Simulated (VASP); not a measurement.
Write the native input for VASP 6.6.1 that does the following.

* Task: single point
* Functional: PBE
* Potentials or basis: VASP PAW PBE potentials, release 64 (Si, O)
* Cutoff: 520 eV
* k mesh: 6 × 6 × 4
* Occupations: gaussian, width 0.1 eV
* Spin: no spin polarisation
* Dipole correction: no
* Further INCAR settings: ALGO = Normal; EDIFF = 1e-06; NBANDS = 22

The structure of Si5O lies in POSCAR:

```
Si5O
1.0
    4.8833593215      0.0000000000      0.0000000000
   -2.4416796608      4.2291132282      0.0000000000
    0.0000000000      0.0000000000      5.8179068751
Si O
5 1
Direct
    0.0000000000      0.0000000000      0.7835442031
    0.0000000000      0.0000000000      0.2164557969
    0.5000000000      0.0000000000      0.0000000000
    0.0000000000      0.5000000000      0.0000000000
    0.5000000000      0.5000000000      0.0000000000
    0.0000000000      0.0000000000      0.5000000000
```

These files were run (other wordings do the same):

INCAR

```
PREC     = Accurate       # precision mode
ENCUT    = 520            # plane-wave cutoff, eV
EDIFF    = 1E-6           # SCF threshold, eV
ISMEAR   = 0              # smearing method
SIGMA    = 0.1            # smearing width, eV
LREAL    = F              # projectors in reciprocal space
LASPH    = T              # aspherical terms in the spheres
NELM     = 60             # most SCF steps
ALGO     = Normal         # electronic algorithm
ISIF     = 2              # what is computed and relaxed
LWAVE    = F              # write WAVECAR
LCHARG   = F              # write CHGCAR
GGA      = PE             # functional
NBANDS   = 22             # bands
```

KPOINTS

```
Automatic mesh
0
Gamma
  6 6 4
```

Potentials or basis: VASP PAW PBE potentials, release 64 (Si, O).

Run with:

```console
$ cat potpaw_PBE.64/Si/POTCAR potpaw_PBE.64/O/POTCAR > POTCAR
$ mpirun -np 1 vasp_std > vasp.out
```

Results of the run:

```
Pressure               : 0.0 GPa
Largest force          : 0.032 eV/Å
Band gap on the k mesh : zero (band 13 reaches 6.22 eV, above the bottom of band 14 at 4.38 eV)
```

Wall time 22 s on 1 thread of Intel(R) Xeon(R) 6975P-C (Granite Rapids), on a shared host, peak memory 0.24 GiB.
